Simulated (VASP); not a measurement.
# MnPt2 (P-3m1) in VASP: single point with PBE

Aim: the single point of MnPt2 with PBE.

All numbers are computed with VASP 6.6.1; they aren't measurements. Logs are shortened: lines on timing, memory, paths and dates and some standing lists are left out, and cuts for length are marked.

## (1) The cell of the first run

It takes space group P-3m1 (No. 164, trigonal). The conventional cell has a = 2.858 Å, b = 2.858 Å, c = 6.533 Å, α = 90.00°, β = 90.00°, γ = 120.00°. Mn (site symmetry -3m) has 6 Pt at 2.64 Å and 6 Mn at 2.86 Å within 3.5 Å. Within 3.5 Å of Pt (site symmetry 3m) lie 3 Mn at 2.64 Å and 9 Pt at 2.86 to 2.91 Å.

## (2) Single point, PBE, collinear spin, ferromagnetic start

Contents of INCAR:

```
SYSTEM = MnPt2
PREC = Accurate ; ENCUT = 520
EDIFF = 1E-6 ; ISMEAR = 0
SIGMA = 0.1 ; LREAL = .FALSE.
LASPH = .TRUE. ; NELM = 150
ALGO = Normal ; ISIF = 2
LWAVE = .FALSE. ; LCHARG = .FALSE.
ISPIN = 2 ; MAGMOM = 4 0 0
LORBIT = 11 ; LMAXMIX = 4
GGA = PE ; NBANDS = 28
```

Contents of KPOINTS:

```
Automatic mesh
0
G
  6 6 4
  0 0 0
```

Contents of POSCAR:

```
MnPt2
1.0
    2.8584044518      0.0000000000      0.0000000000
   -1.4292022259      2.4754508696      0.0000000000
    0.0000000000      0.0000000000      6.5325040000
Mn Pt
1 2
Direct
    0.0000000000      0.0000000000      0.0000000000
    0.3333333300      0.6666666700      0.6837940000
    0.6666666700      0.3333333300      0.3162060000
```

Potentials or basis: VASP PAW PBE potentials, release 64 (Mn_pv, Pt).

The run is started by

```bash
> cat potpaw_PBE.64/Mn_pv/POTCAR potpaw_PBE.64/Pt/POTCAR > POTCAR
> mpirun -np 1 vasp_std > vasp.out
```

OUTCAR:

```text
SYSTEM = MnPt2
   PREC = Accurate
   ENCUT = 520
   EDIFF = 1E-6
   ISMEAR = 0
   LREAL = .FALSE.
   LASPH = .TRUE.
   NELM = 150
   ISIF = 2
   ISPIN = 2
   LORBIT = 11
   GGA = PE

 ion  position               nearest neighbor table
   1  0.000  0.000  0.000-   2 2.64   3 2.64   3 2.64   2 2.64   3 2.64   2 2.64
   2  0.333  0.667  0.684-   1 2.64   1 2.64   1 2.64   3 2.91   3 2.91   3 2.91
   3  0.667  0.333  0.316-   1 2.64   1 2.64   1 2.64   2 2.91   2 2.91   2 2.91

  LATTYP: Found a hexagonal cell.
 ALAT       =     2.8584044518
 C/A-ratio  =     2.2853672775

  Lattice vectors:

 A1 = (   2.8584044518,   0.0000000000,   0.0000000000)
 A2 = (  -1.4292022259,   2.4754508696,   0.0000000000)
 A3 = (   0.0000000000,   0.0000000000,   6.5325040000)

Analysis of symmetry for initial positions (statically):
=====================================================================
 Subroutine PRICEL returns:
 Original cell was already a primitive cell.

 Routine SETGRP: Setting up the symmetry group for a
 hexagonal supercell.

 Subroutine GETGRP returns: Found 12 space group operations
 (whereof 12 operations were pure point group operations)
 out of a pool of 24 trial point group operations.

The static configuration has the point symmetry D_3d.

Analysis of symmetry for dynamics (positions and initial velocities):
=====================================================================
 Subroutine PRICEL returns:
 Original cell was already a primitive cell.

 Routine SETGRP: Setting up the symmetry group for a
 hexagonal supercell.

 Subroutine GETGRP returns: Found 12 space group operations
 (whereof 12 operations were pure point group operations)
 out of a pool of 24 trial point group operations.

The dynamic configuration has the point symmetry D_3d.

Analysis of structural, dynamic, and magnetic symmetry:
=====================================================================
 Subroutine PRICEL returns:
 Original cell was already a primitive cell.

 Routine SETGRP: Setting up the symmetry group for a
 hexagonal supercell.

 Subroutine GETGRP returns: Found 12 space group operations
 (whereof 12 operations were pure point group operations)
 out of a pool of 24 trial point group operations.

The overall configuration has the point symmetry D_3d.

 Subroutine INISYM returns: Found 12 space group operations
 (whereof 12 operations are pure point group operations),
 and found     1 'primitive' translations

----------------------------------------------------------------------------------------

                                     Primitive cell

  volume of cell :      46.2230

  direct lattice vectors                    reciprocal lattice vectors
     2.858404452  0.000000000  0.000000000     0.349845523  0.201983407  0.000000000
    -1.429202226  2.475450870  0.000000000     0.000000000  0.403966814  0.000000000
     0.000000000  0.000000000  6.532504000     0.000000000  0.000000000  0.153080656

  length of vectors
     2.858404452  2.858404452  6.532504000     0.403966814  0.403966814  0.153080656

  position of ions in fractional coordinates (direct lattice)
     0.000000000  0.000000000  0.000000000
     0.333333330  0.666666670  0.683794000
     0.666666670  0.333333330  0.316206000

  ion indices of the primitive-cell ions
   primitive index   ion index
                 1           1
                 2           2
                 3           3

----------------------------------------------------------------------------------------

 KPOINTS: Automatic mesh

Automatic generation of k-mesh.
 Grid dimensions read from file:
 generate k-points for:    6    6    4

 Generating k-lattice:

  Cartesian coordinates                     Fractional coordinates (reciprocal lattice)
     0.058307587  0.033663901  0.000000000     0.166666667  0.000000000  0.000000000
     0.000000000  0.067327802  0.000000000     0.000000000  0.166666667  0.000000000
     0.000000000  0.000000000  0.038270164     0.000000000  0.000000000  0.250000000

  Length of vectors
     0.067327802  0.067327802  0.038270164

  Shift w.r.t. Gamma in fractional coordinates (k-lattice)
     0.000000000  0.000000000  0.000000000

 Subroutine IBZKPT returns following result:
 ===========================================

 Found     24 irreducible k-points:

 Following reciprocal coordinates:
            Coordinates               Weight
  0.000000  0.000000  0.000000      1.000000
  0.166667  0.000000  0.000000      6.000000
  0.333333  0.000000  0.000000      6.000000
  0.500000  0.000000  0.000000      3.000000
  0.166667  0.166667  0.000000      6.000000
  0.333333  0.166667  0.000000     12.000000
[... 16 lines left out ...]
  0.333333  0.166667  0.500000     12.000000
  0.333333  0.333333  0.500000      2.000000
   k-points           NKPTS =     24   k-points in BZ     NKDIM =     24   number of bands    NBANDS=     28
   number of dos      NEDOS =    301   number of ions     NIONS =      3
   total plane-waves  NPLWV =  28800
   dimension x,y,z NGX =    24 NGY =   24 NGZ =   50
   dimension x,y,z NGXF=    48 NGYF=   48 NGZF=  100
   ions per type =               1   2
   NGX,Y,Z   is equivalent  to a cutoff of  13.96, 13.96, 12.72 a.u.
   NGXF,Y,Z  is equivalent  to a cutoff of  27.92, 27.92, 25.45 a.u.
 SYSTEM =  MnPt2
   PREC   = accura    normal or accurate (medium, high low for compatibility)
   ISTART =      0    job   : 0-new  1-cont  2-samecut
   ICHARG =      2    charge: 1-file 2-atom 10-const
   ISPIN  =      2    spin polarized calculation?
   LNONCOLLINEAR =      F non collinear calculations
   LSORBIT =      F    spin-orbit coupling
   LASPH  =      T    aspherical Exc in radial PAW
   ENCUT  =  520.0 eV  38.22 Ry    6.18 a.u.   5.31  5.31 12.15*2*pi/ulx,y,z
   NELM   =    150;   NELMIN=  2; NELMDL= -5     # of ELM steps
   EDIFF  = 0.1E-05   stopping-criterion for ELM
   LREAL  =      F    real-space projection
   EDIFFG = 0.1E-04   stopping-criterion for IOM
   NSW    =      0    number of steps for IOM
   IBRION =     -1    ionic relax: 0-MD 1-quasi-New 2-CG
   NFREE  =      0    steps in history (QN), initial steepest desc. (CG)
   ISIF   =      2    stress and relaxation
   ISYM   =      2    0-nonsym 1-usesym 2-fastsym
   POTIM  = 0.5000    time-step for ionic-motion
   TEBEG  =    0.0;   TEEND  =   0.0 temperature during run
   PSTRESS=    0.0 pullay stress
   NELECT =      33.0000    total number of electrons
   NUPDOWN=      -1.0000    fix difference up-down
   EMIN   =  10.00;   EMAX   =-10.00  energy-range for DOS
   EFERMI =   0.00;   METHOD = LEGACY
   ISMEAR =     0;   SIGMA  =   0.10  broadening in eV -4-tet -1-fermi 0-gaus
   EFERMI_NEDOS =   21; number of points for ismear=-14 and -15
   IALGO  =     38    algorithm
   IMIX   =      4    mixing-type and parameters
     AMIX     =   0.40;   BMIX     =  1.00
     AMIX_MAG =   1.60;   BMIX_MAG =  1.00
  volume/ion in A,a.u.               =      15.41       103.98
  Fermi-wavevector in a.u.,A,eV,Ry     =   1.463166  2.764983 29.128095  2.140855
  Thomas-Fermi vector in A             =   2.579293
   LORBIT       =     11    0 simple, 1 ext, 2 COOP (PROOUT), +10 PAW based schemes
   GGA     = PE    functional components
   LHFCALC =     F    Hartree Fock is set to
   AEXX    =    0.0000 exact exchange contribution
   IVDW    =     0    specifies the selected vdW correction
   LEPSILON=     F    determine dielectric tensor
   LRPA    =     F    only Hartree local field effects (RPA)
 spin polarized calculation
 Gauss-broadening in eV      SIGMA  =   0.10
  energy-cutoff  :      520.00
  volume of cell :       46.22
 maximum number of plane-waves:      1264
 NGX is ok and might be reduce to    24
   NGX = 11   NGY = 11   NGZ = 25

 number of electron      32.9999989 magnetization       4.6368141

 Free energy of the ion-electron system (eV)
  ---------------------------------------------------
  ext. energy  EPLUGINS =         0.00000000
  ---------------------------------------------------
  free energy    TOTEN  =       -21.88121794 eV

  energy without entropy =      -21.87148581  energy(sigma->0) =      -21.87635187

 E-fermi :   9.5555     XC(G=0): -12.8424

 val. band max:        9.5303426915   @ k =   0.5000   0.0000   0.2500
 cond. band min:       9.5704784769   @ k =   0.0000   0.1667   0.2500
 fundamental gap:      0.0401357854
 Fermi energy:         9.5554591130

 spin component 1

 k-point     1 :       0.0000    0.0000    0.0000
  band No.  band energies     occupation
      1     -40.2549      1.00000
      2     -40.2549      1.00000
      3     -40.2504      1.00000
      4       0.2462      1.00000
      5       2.5672      1.00000
      6       3.6918      1.00000
[... 20 lines left out ...]
     27      28.4664      0.00000
     28      28.4665      0.00000
[... 683 lines left out ...]
 k-point    24 :       0.3333    0.3333    0.5000
  band No.  band energies     occupation
      1     -40.3461      1.00000
      2     -40.3461      1.00000
      3     -40.2321      1.00000
      4       4.6461      1.00000
      5       4.6461      1.00000
      6       4.8290      1.00000
[... 20 lines left out ...]
     27      22.1786      0.00000
     28      22.2991      0.00000
 Fermi energy:         9.5554591130

 spin component 2

 k-point     1 :       0.0000    0.0000    0.0000
  band No.  band energies     occupation
      1     -36.2631      1.00000
      2     -36.1780      1.00000
      3     -36.1780      1.00000
      4       0.4933      1.00000
      5       2.7138      1.00000
      6       4.4959      1.00000
[... 20 lines left out ...]
     27      29.1883      0.00000
     28      29.1907      0.00000
[... 683 lines left out ...]
 k-point    24 :       0.3333    0.3333    0.5000
  band No.  band energies     occupation
      1     -36.2838      1.00000
      2     -36.2838      1.00000
      3     -36.2405      1.00000
      4       5.0304      1.00000
      5       5.0304      1.00000
      6       5.0686      1.00000
[... 20 lines left out ...]
     27      22.8806      0.00000
     28      22.8810      0.00000

------------------------ aborting loop because EDIFF is reached ----------------------------------------

  FORCE on cell =-STRESS in cart. coord.  units (eV):
  Direction    XX          YY          ZZ          XY          YZ          ZX
  --------------------------------------------------------------------------------------
  -------------------------------------------------------------------------------------
  Total       -0.6111778     -0.6111778      0.3690466      0.0000000      0.0000000      0.0000000
  in kB      -21.1846090    -21.1846090     12.7918720      0.0000000      0.0000000      0.0000000
  external PRESSURE =      -9.8591153 kB  Pullay stress =       0.0000000 kB

 VOLUME and BASIS-vectors are now :
 -----------------------------------------------------------------------------
  energy-cutoff  :      520.00
  volume of cell :       46.22
      direct lattice vectors                 reciprocal lattice vectors
     2.858404452  0.000000000  0.000000000     0.349845523  0.201983407  0.000000000
    -1.429202226  2.475450870  0.000000000     0.000000000  0.403966814  0.000000000
     0.000000000  0.000000000  6.532504000     0.000000000  0.000000000  0.153080656

 POSITION                                       TOTAL-FORCE (eV/Angst)
 -----------------------------------------------------------------------------------
      0.00000      0.00000      0.00000        -0.000000      0.000000      0.000000
     -0.00000      1.65030      4.46689         0.000000     -0.000000     -0.018019
      1.42920      0.82515      2.06562        -0.000000      0.000000      0.018019
 -----------------------------------------------------------------------------------
    total drift:                               -0.000000     -0.000000      0.000000

  FREE ENERGIE OF THE ION-ELECTRON SYSTEM (eV)
  ---------------------------------------------------
  free  energy   TOTEN  =       -21.8812179384 eV

  energy  without entropy=      -21.8714858083  energy(sigma->0) =      -21.87635187

 total charge

# of ion       s       p       d       tot
------------------------------------------
    1        0.318   6.266   4.963  11.548
    2        0.651   0.531   8.047   9.229
    3        0.651   0.531   8.047   9.229
--------------------------------------------------
tot          1.619   7.329  21.057  30.005

 magnetization (x)

# of ion       s       p       d       tot
------------------------------------------
    1        0.018   0.025   3.739   3.782
    2       -0.018  -0.005   0.360   0.337
    3       -0.018  -0.005   0.360   0.337
--------------------------------------------------
tot         -0.018   0.015   4.460   4.457
```

Wall time 52 s (1 thread of AMD EPYC 9R45 (Zen 5), shared host); peak memory 0.19 GiB.

Results:

* Free energy: -21.8812 eV
* Pressure: -1.0 GPa
* Largest force: 0.018 eV/Å
* Net moment: 4.64 μB per cell
* Site moments: Mn +3.78; Pt +0.34 μB
* Valence electrons inside the program's atomic spheres: Mn 11.55; Pt 9.23

Forces in eV/Å, atoms in the order of the input:
```
Mn   0.000  0.000  0.000
Pt   0.000  0.000 -0.018
Pt   0.000  0.000  0.018
```

Stress tensor (GPa, compression positive):
```
-2.12  0.00  0.00
 0.00 -2.12  0.00
 0.00  0.00  1.28
```

Levels at points of the mesh, in eV from the Fermi level:
Spin up:
```csv
k point,band 16,band 17,band 18,band 19,band 20,band 21,band 22,band 23
"(0.00, 0.00, 0.00)",-1.62,-1.62,-1.10,-1.10,-0.85,-0.85,10.05,11.10
"(0.50, 0.00, 0.00)",-0.30,-0.23,0.13,1.51,1.74,1.96,5.69,5.74
"(0.00, 0.00, 0.50)",-1.79,-1.79,-1.79,-0.18,-0.18,0.25,6.03,14.29
"(0.50, 0.00, 0.50)",-0.68,-0.40,-0.18,-0.13,1.86,2.60,4.81,8.43
```
Spin down:
```csv
k point,band 13,band 14,band 15,band 16,band 17,band 18
"(0.00, 0.00, 0.00)",-1.87,-1.87,-0.91,-0.91,0.72,1.33
"(0.50, 0.00, 0.00)",0.07,0.12,0.14,1.64,1.95,2.36
"(0.00, 0.00, 0.50)",-1.57,-1.42,-1.42,0.30,0.49,1.38
"(0.50, 0.00, 0.50)",-0.40,0.05,0.17,0.72,1.46,1.92
```

Caveat: the k points lie up to 0.42 Å⁻¹ apart; spin-orbit coupling is left out, which moves the levels of the heavy elements.
